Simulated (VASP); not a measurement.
Wanted: the native input for a VASP 6.6.1 run.

```
Task                   : single point
Functional             : r2SCAN
Potentials or basis    : VASP PAW PBE potentials, release 64 (Ag, B)
Cutoff                 : 520 eV
k mesh                 : 9 × 9 × 7
Occupations            : fermi-dirac, width 0.025 eV
Spin                   : no spin polarisation
Hubbard terms          : Ag d U = 6.0 eV
Dipole correction      : no
Further INCAR settings : ALGO = Normal; EDIFF = 1e-07; NBANDS = 16
```

Crystal: AgB2.

```
Ag B
1.0
     3.00000    0.00000    0.00000
    -1.50000    2.59808    0.00000
     0.00000    0.00000    3.24000
Ag B
1 2
Direct
  0.00000 0.00000 0.00000
  0.66667 0.33333 0.50000
  0.33333 0.66667 0.50000
```

One way to write it, as run:

POSCAR

```
AgB2
1.0
    3.0000000000      0.0000000000      0.0000000000
   -1.5000000000      2.5980762114      0.0000000000
    0.0000000000      0.0000000000      3.2400000000
Ag B
1 2
Direct
    0.0000000000      0.0000000000      0.0000000000
    0.6666666667      0.3333333333      0.5000000000
    0.3333333333      0.6666666667      0.5000000000
```

INCAR.step1

```
PREC = Accurate
ENCUT = 520
ISMEAR = -1
SIGMA = 0.025
LREAL = False
LASPH = True
NELM = 150
LMAXMIX = 4
LDAU = True
LDAUTYPE = 2
LDAUL = 2 -1
LDAUU = 6 0
LDAUJ = 0 0
NBANDS = 16
GGA = PE
ALGO = Normal
EDIFF = 1E-4
LWAVE = True
LCHARG = False
```

INCAR.step2

```
PREC = Accurate
ENCUT = 520
EDIFF = 1E-7
ISMEAR = -1
SIGMA = 0.025
LREAL = False
LASPH = True
NELM = 150
ALGO = Normal
ISIF = 2
LWAVE = False
LCHARG = True
LMAXMIX = 4
LDAU = True
LDAUTYPE = 2
LDAUL = 2 -1
LDAUU = 6 0
LDAUJ = 0 0
LDAUPRINT = 1
METAGGA = R2SCAN
LMIXTAU = True
LELF = True
LVHAR = True
NBANDS = 16
ISTART = 1
```

KPOINTS

```
regular mesh
0
Gamma
  9 9 7
```

Potentials or basis: VASP PAW PBE potentials, release 64 (Ag, B).

Run with:

```sh
$ cat potpaw_PBE.64/Ag/POTCAR potpaw_PBE.64/B/POTCAR > POTCAR
$ cp INCAR.step1 INCAR
$ mpirun -np 1 vasp_std > vasp.out
$ cp INCAR.step2 INCAR
$ mpirun -np 1 vasp_std > vasp.out
```

Results of the run:

```
Pressure               : 45.9 GPa
Band gap on the k mesh : zero (an odd number of electrons rules out a gap without spin polarisation)
```

Caveat: the cell stands under pressure; the PAW data sets were made with another functional, which shifts forces and pressure a little; U without spin polarisation on a metal has little footing; the U is typed as a test and isn't derived for this compound.

It took 49 s on 1 thread of AMD EPYC 9R45 96-Core Processor (Zen 5), with other jobs on the host, peak memory 0.13 GiB.
